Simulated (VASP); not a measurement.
Runs of VASP 6.6.1 on W. The structure is that of space group Im-3m (No. 229), or close to it. The cells are those of the table. 

| cell | gap on the mesh (eV) | pressure (GPa) |
| --- | --- | --- |
| a = 2.697 Å, angles 109.5°, 1 atom | none | (b) |
| a = 2.860 Å, angles 108.2, 108.2, 112.1°, 1 atom | none | (a) |
| a = 2.905 Å, angles 109.5°, 1 atom | none | -33.8 |
| a = 2.790 Å, angles 110.1, 110.1, 108.1°, 1 atom | none | -9.4 |
| a = 2.836 Å, angles 109.5°, 1 atom | none | -21.2 |
| a = 2.813 Å, angles 110.8, 110.8, 106.8°, 1 atom | none | -15.2 |
| a = 2.859 Å, angles 110.1, 110.1, 108.2°, 1 atom | none | -25.8 |
| a = 2.628 Å, angles 109.5°, 1 atom | none | (c) |

Alike in all rows: task single point; level PBE; potentials or basis VASP PAW PBE potentials, release 64 (W_sv); no spin polarisation; k mesh 20 × 20 × 20; cutoff (eV) 520; smearing gaussian 0.15 eV.

Task: Fill in the values left out.

Result: (a) -25.5; (b) 23.7; (c) 60.0.

Caveats: spin-orbit coupling is left out, which moves the levels of the heavy elements; the cell stands under tension (at least some runs); the cell stands under pressure (at least some runs).

A k mesh can miss the band edges, and the runs leave out spin-orbit coupling on W.

A gap of «none» marks levels without a gap at the run's occupations.
